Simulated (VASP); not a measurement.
# Ca (P6_3/mmc) in VASP: a series of runs

Ca is run at these levels: PBEsol; tasks: relaxation of shape and atoms at fixed volume.

All numbers are computed with VASP 6.6.1; they aren't measurements. Logs are shortened: lines on timing, memory, paths and dates and some standing lists are left out, and cuts for length are marked.

## Step 1: The cell of the first run

Symmetry: P6_3/mmc, No. 194, hexagonal system. Conventional cell: a = 3.734 Å, b = 3.734 Å, c = 6.144 Å, α = 90.00°, β = 90.00°, γ = 120.00°. Within 4.9 Å of Ca (site symmetry -6m2) lie 12 Ca at 3.73 to 3.75 Å.

This isn't the form of Ca at room conditions, which is fcc.

## Step 2: Relaxation of shape and atoms at fixed volume, PBEsol (37.10 Å³/atom)

Input file INCAR:

```
ALGO = Fast ; EDIFF = 1E-7
EDIFFG = -0.01 ; ENCUT = 600
GGA = PS ; IBRION = 2
ISIF = 4 ; ISMEAR = 0
LASPH = True ; LCHARG = False
LREAL = False ; LWAVE = False
NELM = 80 ; NSW = 50
PREC = Accurate ; SIGMA = 0.1
```

Input file KPOINTS:

```
k-points
0
Gamma
  12 12 8
```

Input file POSCAR:

```
Ca
1.0
    3.7343941987      0.0000000000      0.0000000000
   -1.8671970994      3.2340802438      0.0000000000
    0.0000000000      0.0000000000      6.1439700779
Ca
2
Direct
    0.3333333333      0.6666666667      0.2500000000
    0.6666666667      0.3333333333      0.7500000000
```

Potentials or basis: VASP PAW PBE potentials, release 64 (Ca_sv).

On the command line:

```console
$ cat potpaw_PBE.64/Ca_sv/POTCAR > POTCAR
$ mpirun -np 1 vasp_std > vasp.out
```

OUTCAR:

```text
EDIFF = 1E-7
   EDIFFG = -0.01
   ENCUT = 600
   GGA = PS
   IBRION = 2
   ISIF = 4
   ISMEAR = 0
   LASPH = True
   LREAL = False
   NELM = 80
   NSW = 50
   PREC = Accurate

 ion  position               nearest neighbor table
   1  0.333  0.667  0.250-
   2  0.667  0.333  0.750-

  LATTYP: Found a hexagonal cell.
 ALAT       =     3.7343941987
 C/A-ratio  =     1.6452387592

  Lattice vectors:

 A1 = (   3.7343941987,   0.0000000000,   0.0000000000)
 A2 = (  -1.8671970994,   3.2340802438,   0.0000000000)
 A3 = (   0.0000000000,   0.0000000000,   6.1439700779)

Analysis of symmetry for initial positions (statically):
=====================================================================
 Subroutine PRICEL returns:
 Original cell was already a primitive cell.

 Routine SETGRP: Setting up the symmetry group for a
 hexagonal supercell.

 Subroutine GETGRP returns: Found 24 space group operations
 (whereof 12 operations were pure point group operations)
 out of a pool of 24 trial point group operations.

The static configuration has the point symmetry D_3d.
 The point group associated with its full space group is D_6h.

Analysis of symmetry for dynamics (positions and initial velocities):
=====================================================================
 Subroutine PRICEL returns:
 Original cell was already a primitive cell.

 Routine SETGRP: Setting up the symmetry group for a
 hexagonal supercell.

 Subroutine GETGRP returns: Found 24 space group operations
 (whereof 12 operations were pure point group operations)
 out of a pool of 24 trial point group operations.

The dynamic configuration has the point symmetry D_3d.
 The point group associated with its full space group is D_6h.

 Subroutine INISYM returns: Found 24 space group operations
 (whereof 12 operations are pure point group operations),
 and found     1 'primitive' translations

----------------------------------------------------------------------------------------

                                     Primitive cell

  volume of cell :      74.2028

  direct lattice vectors                    reciprocal lattice vectors
     3.734394199  0.000000000  0.000000000     0.267781050  0.154603461  0.000000000
    -1.867197099  3.234080244  0.000000000     0.000000000  0.309206923  0.000000000
     0.000000000  0.000000000  6.143970078     0.000000000  0.000000000  0.162761209

  length of vectors
     3.734394199  3.734394199  6.143970078     0.309206923  0.309206923  0.162761209

  position of ions in fractional coordinates (direct lattice)
     0.333333333  0.666666667  0.250000000
     0.666666667  0.333333333  0.750000000

[... 102 lines left out ...]
   LHFCALC =     F    Hartree Fock is set to
   AEXX    =    0.0000 exact exchange contribution
   IVDW    =     0    specifies the selected vdW correction
   LEPSILON=     F    determine dielectric tensor
   LRPA    =     F    only Hartree local field effects (RPA)
 conjugate gradient relaxation of ions
 non-spin polarized calculation
 RMM-DIIS sequential band-by-band and
 Gauss-broadening in eV      SIGMA  =   0.10
  energy-cutoff  :      600.00
  volume of cell :       74.20
 maximum number of plane-waves:      2539
 NGX is ok and might be reduce to    30
   NGX = 15   NGY = 15   NGZ = 25

--------------------------------------- Ionic step        1  -------------------------------------------

 number of electron      19.9999999 magnetization

 Free energy of the ion-electron system (eV)
  ---------------------------------------------------
  ext. energy  EPLUGINS =         0.00000000
  ---------------------------------------------------
  free energy    TOTEN  =        -4.22185943 eV

  energy without entropy =       -4.21275872  energy(sigma->0) =       -4.21730908

------------------------ aborting loop because EDIFF is reached ----------------------------------------

  FORCE on cell =-STRESS in cart. coord.  units (eV):
  Direction    XX          YY          ZZ          XY          YZ          ZX
  --------------------------------------------------------------------------------------
  -------------------------------------------------------------------------------------
  Total        0.9002304      0.9002304      1.0012000     -0.0000000     -0.0000000      0.0000000
  in kB       19.4376711     19.4376711     21.6177933     -0.0000000     -0.0000000      0.0000000
  external PRESSURE =      20.1643785 kB  Pullay stress =       0.0000000 kB
[... 59 lines left out ...]
--------------------------------------- Ionic step        3  -------------------------------------------

 number of electron      19.9999998 magnetization

 Free energy of the ion-electron system (eV)
  ---------------------------------------------------
  ext. energy  EPLUGINS =         0.00000000
  ---------------------------------------------------
  free energy    TOTEN  =        -4.22203562 eV

  energy without entropy =       -4.21281314  energy(sigma->0) =       -4.21742438

 E-fermi :   2.4766     XC(G=0):  -8.2303

 val. band max:        2.4597748498   @ k =   0.3333   0.3333   0.3750
 cond. band min:       2.4834047287   @ k =   0.2500   0.0833   0.0000
 fundamental gap:      0.0236298790
 Fermi energy:         2.4765588322

 k-point     1 :       0.0000    0.0000    0.0000
  band No.  band energies     occupation
      1     -39.1145      2.00000
      2     -39.0905      2.00000
      3     -20.2961      2.00000
      4     -20.1150      2.00000
      5     -20.1150      2.00000
      6     -20.0870      2.00000
      7     -20.0870      2.00000
      8     -20.0781      2.00000
      9      -1.8431      2.00000
     10       1.3068      2.00000
     11       2.3269      1.96571
     12       4.8348      0.00000
     13       4.9065      0.00000
     14       4.9068      0.00000
[... 377 lines left out ...]
      1     -39.0955      2.00000
      2     -39.0827      2.00000
      3     -20.2597      2.00000
      4     -20.2277      2.00000
      5     -20.2122      2.00000
      6     -20.1527      2.00000
      7     -20.1126      2.00000
      8     -20.1073      2.00000
      9      -0.0498      2.00000
     10       2.1167      2.00000
     11       2.7929      0.00001
     12       3.1016      0.00000
     13       4.3161      0.00000
     14       4.3577      0.00000

 [... further k-points ...]

------------------------ aborting loop because EDIFF is reached ----------------------------------------

  FORCE on cell =-STRESS in cart. coord.  units (eV):
  Direction    XX          YY          ZZ          XY          YZ          ZX
  --------------------------------------------------------------------------------------
  -------------------------------------------------------------------------------------
  Total        0.9353824      0.9353824      0.9218109     -0.0000000     -0.0000000     -0.0000000
  in kB       20.1966681     20.1966681     19.9036333     -0.0000000     -0.0000000     -0.0000000
  external PRESSURE =      20.0989899 kB  Pullay stress =       0.0000000 kB
[... 17 lines left out ...]
  FREE ENERGIE OF THE ION-ELECTRON SYSTEM (eV)
  ---------------------------------------------------
  free  energy   TOTEN  =        -4.2220356202 eV

  energy  without entropy=       -4.2128131431  energy(sigma->0) =       -4.21742438

 reached required accuracy - stopping structural energy minimisation
```

CONTCAR:

```text
Ca
   1.00000000000000
     3.7275738904629403   -0.0000000000028255    0.0000000000000000
    -1.8637869452838256    3.2281736836046120   -0.0000000000000000
    -0.0000000000000000   -0.0000000000000000    6.1664737794732369
  Ca
     2
Direct
     0.3333333332999970    0.6666666667000030    0.2500000000000000
     0.6666666667000030    0.3333333332999970    0.7500000000000000

  0.00000000E+00  0.00000000E+00  0.00000000E+00
  0.00000000E+00  0.00000000E+00  0.00000000E+00
```

It took 4.2 min on 1 thread of Intel Xeon Platinum 8559C (Emerald Rapids), shared host; peak memory 0.28 GiB.

Results:

```yaml
Free_energy: -4.2220 eV
Energy_gained_by_relaxing: 0.1 meV/atom
Ionic_steps: 3
Pressure_after_relaxing: 2.0 GPa
Band_gap_on_the_k_mesh: zero (bands 10 and 11 overlap by 0.39 eV)
```

The path:
| step | energy change (eV) | largest force (eV/Å) | pressure (GPa) | volume (Å³) |
| --- | --- | --- | --- | --- |
| 1 | 0.0000 | 0.0000 | 2.02 | 74.20 |
| 2 | -0.0001 | 0.0000 | 2.02 | 74.20 |
| 3 | -0.0002 | 0.0000 | 2.01 | 74.20 |

Final structure:
```xyz
2
Lattice="3.7276 0.0000 0.0000 -1.8638 3.2282 0.0000 0.0000 0.0000 6.1665" Properties=species:S:1:pos:R:3 pbc="T T T"
Ca    0.0000    2.1521    1.5416
Ca    1.8638    1.0761    4.6249
```

Levels at points of the mesh, in eV from the Fermi level:
```
           k point  band 6  band 7  band 8  band 9  band 10  band 11  band 12  band 13  band 14
(0.00, 0.00, 0.00)  -22.56  -22.56  -22.55   -4.32    -1.17    -0.15     2.36     2.43     2.43
(0.50, 0.00, 0.00)  -22.64  -22.60  -22.60   -1.15    -0.67     0.08     0.29     1.46     2.06
(0.00, 0.00, 0.50)  -22.58  -22.58  -22.58   -3.21    -3.21     1.39     1.39     2.43     2.43
(0.50, 0.00, 0.50)  -22.62  -22.61  -22.61   -0.80    -0.80     0.21     0.21     1.48     1.48
```

Caveat: the PAW data sets were made with another functional, which shifts forces and pressure a little.

## Step 3: Relaxation of shape and atoms at fixed volume, PBEsol (38.32 Å³/atom)

This run uses another cell than the first one, of 38.32 Å³/atom.

Input file INCAR:

```
PREC     = Accurate       # precision mode
ENCUT    = 600            # plane-wave cutoff, eV
EDIFF    = 1E-6           # SCF threshold, eV
ISMEAR   = 0              # smearing method
SIGMA    = 0.1            # smearing width, eV
LREAL    = F              # projectors in reciprocal space
LASPH    = T              # aspherical terms in the spheres
NELM     = 80             # most SCF steps
ALGO     = Fast           # electronic algorithm
ISIF     = 4              # what is computed and relaxed
LWAVE    = F              # write WAVECAR
LCHARG   = F              # write CHGCAR
GGA      = PS             # functional
IBRION   = 2              # ionic algorithm
NSW      = 50             # ionic steps
EDIFFG   = -0.01          # ionic threshold
```

Input file KPOINTS:

```
regular mesh
0
Gamma
  12 12 8
```

Input file POSCAR:

```
Ca
1.0
    3.7749886203      0.0000000000      0.0000000000
   -1.8874943102      3.2692360442      0.0000000000
    0.0000000000      0.0000000000      6.2107575938
Ca
2
Direct
    0.3333333333      0.6666666667      0.2500000000
    0.6666666667      0.3333333333      0.7500000000
```

Potentials or basis: VASP PAW PBE potentials, release 64 (Ca_sv).

On the command line:

```console
$ cat potpaw_PBE.64/Ca_sv/POTCAR > POTCAR
$ mpirun -np 1 vasp_std > vasp.out
```

Run time: 3.3 min. Hardware: 1 thread of Intel Xeon Platinum 8559C (Emerald Rapids), shared host; peak memory 0.28 GiB.

Results (log left out):

| Item | Value |
| --- | --- |
| Free energy | -4.2471 eV |
| Energy gained by relaxing | 0.0 meV/atom |
| Ionic steps | 3 |
| Pressure after relaxing | 1.3 GPa |
| Band gap on the k mesh | zero (bands 10 and 11 overlap by 0.42 eV) |

Final structure:
```yaml
crystal:
  lattice:
    - [3.77056, 0.00000, 0.00000]
    - [-1.88528, 3.26540, 0.00000]
    - [0.00000, 0.00000, 6.22534]
  atoms:
    - { symbol: Ca, position: [0.33333, 0.66667, 0.25000] }
    - { symbol: Ca, position: [0.66667, 0.33333, 0.75000] }
```

Levels at points of the mesh, in eV from the Fermi level:
| k point | band 7 | band 8 | band 9 | band 10 | band 11 | band 12 | band 13 | band 14 |
| --- | --- | --- | --- | --- | --- | --- | --- | --- |
| (0.00, 0.00, 0.00) | -22.65 | -22.64 | -4.27 | -1.15 | -0.18 | 2.33 | 2.38 | 2.38 |
| (0.50, 0.00, 0.00) | -22.68 | -22.68 | -1.16 | -0.69 | 0.11 | 0.30 | 1.42 | 2.01 |
| (0.00, 0.00, 0.50) | -22.66 | -22.66 | -3.18 | -3.18 | 1.38 | 1.38 | 2.38 | 2.38 |
| (0.50, 0.00, 0.50) | -22.69 | -22.69 | -0.78 | -0.78 | 0.17 | 0.17 | 1.46 | 1.46 |

Caveat: the PAW data sets were made with another functional, which shifts forces and pressure a little.
